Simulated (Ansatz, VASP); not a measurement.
**Ir in VASP and in Ansatz**

```xyz
1
Lattice="-1.4316 1.4316 1.4316 1.4316 -1.4316 1.4316 1.4316 1.4316 -1.4316" Properties=species:S:1:pos:R:3 pbc="T T T"
Ir    0.0000    0.0000    0.0000
```

Change from the starting cell: volume scaled by 0.78, norm-conserving files.

Alike in both runs: task single point; functional PBE; k mesh 17 × 17 × 17; occupations fermi-dirac, width 0.05 eV; no spin polarisation.

```csv
,VASP,Ansatz
version,VASP 6.6.1,Ansatz 0.2.0
potentials or method,"VASP PAW PBE potentials, release 64 (Ir)","norm-conserving pseudopotentials, scalar-relativistic"
plane-wave cutoff (eV),520,925
valence electrons in the cell,9,17
```

|  | VASP | Ansatz | Ansatz less VASP |
| --- | --- | --- | --- |
| pressure (GPa) | 144.1 | 141.3 | -2.82 |

Both programs put the cell under a high pressure, so it lies far from rest at this level. VASP's potentials hold 9 valence electrons a cell and Ansatz's 17, so a difference there can come from the potentials and not from the codes.

Neither program's run includes spin-orbit coupling. Noted on VASP's run: the cell as given lies far from equilibrium.
